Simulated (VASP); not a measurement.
Write the native input for VASP 6.6.1 that does the following.

```
Task                   : single point
Functional             : PBEsol
Dispersion             : D3(BJ)
Potentials or basis    : VASP PAW PBE potentials, release 64 (Al, N)
Cutoff                 : 520 eV
k mesh                 : 6 × 6 × 4
Occupations            : fermi-dirac, width 0.02 eV
Spin                   : no spin polarisation
Dipole correction      : no
Further INCAR settings : ALGO = Normal; EDIFF = 1e-07; NBANDS = 16
```

The structure of AlN lies in POSCAR:

```
AlN
1.0
    3.3770800214      0.0000000000      0.0000000000
   -1.6885400107      2.9246370276      0.0000000000
    0.0000000000      0.0000000000      4.2696898707
Al N
2 2
Direct
    0.3333333333      0.6666666667      0.7500000000
    0.6666666667      0.3333333333      0.2500000000
    0.3333333333      0.6666666667      0.2500000000
    0.6666666667      0.3333333333      0.7500000000
```

The input as run:

INCAR

```
PREC     = Accurate       # precision mode
ENCUT    = 520            # plane-wave cutoff, eV
EDIFF    = 1E-7           # SCF threshold, eV
ISMEAR   = -1             # smearing method
SIGMA    = 0.02           # smearing width, eV
LREAL    = False          # projectors in reciprocal space
LASPH    = True           # aspherical terms in the spheres
NELM     = 100            # most SCF steps
ALGO     = Normal         # electronic algorithm
ISIF     = 2              # what is computed and relaxed
LWAVE    = False          # write WAVECAR
LCHARG   = False          # write CHGCAR
GGA      = PS             # functional
IVDW     = 12             # dispersion correction
NBANDS   = 16             # bands
```

KPOINTS

```
regular mesh
0
Gamma
  6 6 4
```

Potentials or basis: VASP PAW PBE potentials, release 64 (Al, N).

Launch:

```console
$ cat potpaw_PBE.64/Al/POTCAR potpaw_PBE.64/N/POTCAR > POTCAR
$ mpirun -np 1 vasp_std > vasp.out
```

It gave:

```
Pressure                   : -17.4 GPa
Band gap on the k mesh     : 2.76 eV, direct
Dispersion energy per atom : -0.224 eV
```

Caveat: the PAW data sets were made with another functional, which shifts forces and pressure a little.

Run time: 17 s on 1 thread of Intel(R) Xeon(R) Platinum 8559C (Emerald Rapids), with other jobs on the host, peak memory 0.17 GiB.
